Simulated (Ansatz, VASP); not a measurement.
# MgSi: VASP beside Ansatz

The input POSCAR:

```
MgSi
1.0
    2.8614762150      0.0000000000      0.0000000000
    0.0000000000      2.8614762150      0.0000000000
    0.0000000000      0.0000000000      4.2390926739
Mg Si
1 1
Direct
    0.0000000000      0.0000000000      0.0000000000
    0.5000000000      0.5000000000      0.5000000000
```

File INCAR.step1:

```
ALGO = Normal
EDIFF = 1E-4
ENCUT = 520
GGA = PE
ISMEAR = 0
LASPH = True
LCHARG = False
LREAL = False
LWAVE = True
NBANDS = 10
NELM = 100
PREC = Accurate
SIGMA = 0.15
```

The input INCAR.step2:

```
ALGO = Normal
EDIFF = 1E-7
ENCUT = 520
ISIF = 2
ISMEAR = 0
ISTART = 1
LASPH = True
LCHARG = False
LMIXTAU = True
LREAL = False
LWAVE = False
METAGGA = R2SCAN
NBANDS = 10
NELM = 100
PREC = Accurate
SIGMA = 0.15
```

The input KPOINTS:

```
k-points
0
Gamma
  18 18 14
```

Input for Ansatz:

```yaml
crystal:
  lattice:
    - [2.861476215, 0.0, 0.0]
    - [0.0, 2.861476215, 0.0]
    - [0.0, 0.0, 4.2390926739]
  atoms:
    - { symbol: Mg, position: [0.0, 0.0, 0.0] }
    - { symbol: Si, position: [0.5, 0.5, 0.5] }
basis:
  ecutwfc: 500
kpoints:
  mp_grid: { grid: [18, 18, 14] }
hamiltonian:
  xc: r2scan
scf:
  occupations: { method: gaussian, width: 0.15 }
output:
  forces: true
  stress: true
  eigenvalues: true
```

Alike in both runs: task single point; functional r2SCAN; k mesh 18 × 18 × 14; occupations gaussian, width 0.15 eV; no spin polarisation.

|  | VASP | Ansatz |
| --- | --- | --- |
| version | VASP 6.6.1 | Ansatz 0.2.0 |
| potentials or method | VASP PAW PBE potentials, release 64 (Mg, Si), cutoff 520 eV | scalar-relativistic, plane waves, PAW |
| valence electrons in the cell | 6 | 14 |

```csv
,VASP,Ansatz,Ansatz less VASP
gap on the k mesh at the Fermi level (eV),none,none,-
pressure (GPa),-1.9,-1.7,+0.28
"traceless stress, the component that is largest in VASP (GPa)",-5.12,-5.09,+0.031
```

VASP's potentials were made for PBE, not for r2SCAN. A gap of «none» marks a metal or a gap that the smearing closes. VASP's potentials hold 6 valence electrons a cell and Ansatz's 14, so a difference there can come from the potentials and not from the codes.
